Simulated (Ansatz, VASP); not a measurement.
One calculation of Si, two programs

```
CELL_PARAMETERS angstrom
0.00000 5.43000 5.43000
5.43000 0.00000 5.43000
5.43000 5.43000 0.00000
ATOMIC_POSITIONS crystal
Si 0.00211 0.00200 0.00335
Si 0.12441 0.12431 0.12732
Si 0.00151 0.00144 0.49605
Si 0.12799 0.12792 0.62316
Si 0.00223 0.49292 0.00327
Si 0.12840 0.62160 0.12898
Si 0.99896 0.50016 0.50121
Si 0.12803 0.62141 0.62304
Si 0.49303 0.00214 0.00324
Si 0.62174 0.12828 0.12894
Si 0.50024 0.99891 0.50119
Si 0.62149 0.12797 0.62300
Si 0.50056 0.50045 0.99912
Si 0.62184 0.62173 0.12879
Si 0.50020 0.50011 0.50111
Si 0.62506 0.62501 0.62525
Si 0.87435 0.87424 0.87758
```

Alike in both runs: functional PBE; k mesh 2 × 2 × 2; occupations gaussian, width 0.05 eV; no spin polarisation.

Ansatz relaxed the structure, and its values are those at the end. VASP's run is a single point on that final structure, the one shown.

|  | VASP | Ansatz |
| --- | --- | --- |
| version | VASP 6.6.1 | Ansatz 0.2.0 |
| potentials or method | VASP PAW PBE potentials, release 64 (Si), cutoff 520 eV | scalar-relativistic, plane waves, PAW |
| valence electrons in the cell | 68 | 68 |

|  | VASP | Ansatz | Ansatz less VASP |
| --- | --- | --- | --- |
| rms of the force components (eV/Å) | 0.013 | 0.013 | -0.0001 |

The k mesh is coarse, so the values compare programs but aren't converged.
